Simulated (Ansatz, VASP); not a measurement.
**One calculation of WS2, two programs**

```xyz
6
Lattice="3.1462 0.0000 0.0000 -1.5731 2.7247 0.0000 0.0000 0.0000 12.6967" Properties=species:S:1:pos:R:3 pbc="T T T"
W     0.0000    1.8165    3.1742
W     1.5731    0.9082    9.5225
S     0.0000    1.8165    7.8718
S     1.5731    0.9082    1.5234
S     0.0000    1.8165   11.1732
S     1.5731    0.9082    4.8249
```

Alike in both runs: task single point; functional PBEsol; k mesh 12 × 12 × 2; occupations gaussian, width 0.05 eV; no spin polarisation.

```csv
,VASP,Ansatz
version,VASP 6.6.1,Ansatz 0.2.0
potentials or method,"VASP PAW PBE potentials, release 64 (W_sv, S), cutoff 520 eV","scalar-relativistic, plane waves, PAW"
valence electrons in the cell,52,52
```

```csv
,VASP,Ansatz,Ansatz less VASP
gap on the k mesh at the Fermi level (eV),1.04,1.03,-0.014
least direct gap on the mesh (eV),2.04,2.04,-0.002
pressure (GPa),-8.0,-8.1,-0.06
"traceless stress, the component that is largest in VASP (GPa)",-6.27,-6.29,-0.016
rms of the force components (eV/Å),0.710,0.718,+0.0081
```

VASP's potentials were made for PBE, not for PBEsol, and Ansatz warns of the same on its side. Atom by atom the forces differ by 0.008 eV/Å (rms over components).

Neither program's run includes spin-orbit coupling.
